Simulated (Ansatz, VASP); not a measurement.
CO: VASP beside Ansatz

POSCAR

```
CO
1.0
    5.6300000000      0.0000000000      0.0000000000
    0.0000000000      5.6300000000      0.0000000000
    0.0000000000      0.0000000000      5.6300000000
C O
4 4
Direct
    0.9580000000      0.9580000000      0.9580000000
    0.5420000000      0.0420000000      0.4580000000
    0.4580000000      0.5420000000      0.0420000000
    0.0420000000      0.4580000000      0.5420000000
    0.0670000000      0.0670000000      0.0670000000
    0.4330000000      0.9330000000      0.5670000000
    0.5670000000      0.4330000000      0.9330000000
    0.9330000000      0.5670000000      0.4330000000
```

The input INCAR.step1:

```
SYSTEM = CO
  ALGO = Normal
  EDIFF = 1E-4
  ENCUT = 520
  GGA = PE
  ISMEAR = 1
  ISYM = 0
  LASPH = .TRUE.
  LCHARG = .FALSE.
  LREAL = .FALSE.
  LWAVE = .TRUE.
  NBANDS = 30
  NELM = 60
  PREC = Accurate
  SIGMA = 0.2125
```

File INCAR.step2:

```
SYSTEM = CO
  ALGO = Normal
  EDIFF = 1E-6
  ENCUT = 520
  ISIF = 2
  ISMEAR = 1
  ISTART = 1
  ISYM = 0
  LASPH = .TRUE.
  LCHARG = .FALSE.
  LMIXTAU = .TRUE.
  LREAL = .FALSE.
  LWAVE = .FALSE.
  METAGGA = R2SCAN
  NBANDS = 30
  NELM = 60
  PREC = Accurate
  SIGMA = 0.2125
```

File KPOINTS:

```
k-points
0
G
  3 3 3
  0 0 0
```

Input for Ansatz:

```yaml
crystal:
  lattice:
    - [5.63, 0.0, 0.0]
    - [0.0, 5.63, 0.0]
    - [0.0, 0.0, 5.63]
  atoms:
    - { symbol: C, position: [0.958, 0.958, 0.958] }
    - { symbol: C, position: [0.542, 0.042, 0.458] }
    - { symbol: C, position: [0.458, 0.542, 0.042] }
    - { symbol: C, position: [0.042, 0.458, 0.542] }
    - { symbol: O, position: [0.067, 0.067, 0.067] }
    - { symbol: O, position: [0.433, 0.933, 0.567] }
    - { symbol: O, position: [0.567, 0.433, 0.933] }
    - { symbol: O, position: [0.933, 0.567, 0.433] }
  symmetry: { detect: false }
kpoints:
  mp_grid: { grid: [3, 3, 3], shift: [0, 0, 0] }
magnetization:
  spin_polarized: false
scf:
  occupations: { method: methfessel_paxton, width: 0.2125 }
  initial_density: { chi_scale: 0.1 }
hamiltonian:
  pseudopotentials: { kind: paw }
  xc: r2scan
basis:
  ecutwfc: 500
output:
  forces: true
  stress: true
  eigenvalues: true
```

Alike in both runs: task single point; functional r2SCAN; k mesh 3 × 3 × 3; occupations methfessel-paxton of order 1, width 0.2125 eV; no spin polarisation.

```csv
,VASP,Ansatz
version,VASP 6.6.1,Ansatz 0.2.0
potentials or method,"VASP PAW PBE potentials, release 64 (C, O), cutoff 520 eV",PAW plane waves
valence electrons in the cell,40,40
```

VASP gave:

```
gap on the k mesh at the Fermi level (eV) : 7.14
pressure (GPa)                            : 14.1
rms of the force components (eV/Å)        : 6.500
```

Problem. Which values does Ansatz return?

Solution. gap on the k mesh at the Fermi level (eV): 7.10; pressure (GPa): 12.3; rms of the force components (eV/Å): 5.572.

VASP's potentials were made for PBE, not for r2SCAN. Atom by atom the forces differ by 0.928 eV/Å (rms over components).

Noted on VASP's run: the standard files for N, O and F lose accuracy on very short bonds.
